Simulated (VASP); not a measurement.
Runs of VASP 6.6.1 on Pt. The structure is that of space group Pm-3m (No. 221), or close to it. The cells are those of the table. This isn't the form of Pt at room conditions, which is fcc.

| cell | k mesh | gap on the mesh (eV) | pressure (GPa) |
| --- | --- | --- | --- |
| a = 2.677 Å, 1 atom | 41 × 41 × 41 | none | -9.7 |
| a = 2.660 Å, 1 atom | 21 × 21 × 21 | none | (a) |
| a = 2.677 Å, 1 atom | 21 × 21 × 21 | none | -9.7 |
| a = 2.590 Å, 1 atom | 21 × 21 × 21 | none | 7.6 |
| a = 2.626 Å, 1 atom | 21 × 21 × 21 | none | -0.7 |

Alike in all rows: task single point; level PBE; potentials or basis VASP PAW PBE potentials, release 64 (Pt); no spin polarisation; cutoff (eV) 520; smearing fermi-dirac 0.0612256 eV.

Estimate the missing entries.

(a) -7.1.

Caveats: spin-orbit coupling is left out, which moves the levels of the heavy elements; the cell stands under tension (at least some runs); the cell stands under pressure (at least some runs).

A k mesh can miss the band edges, and the runs leave out spin-orbit coupling on Pt.

A gap of «none» marks levels without a gap at the run's occupations.
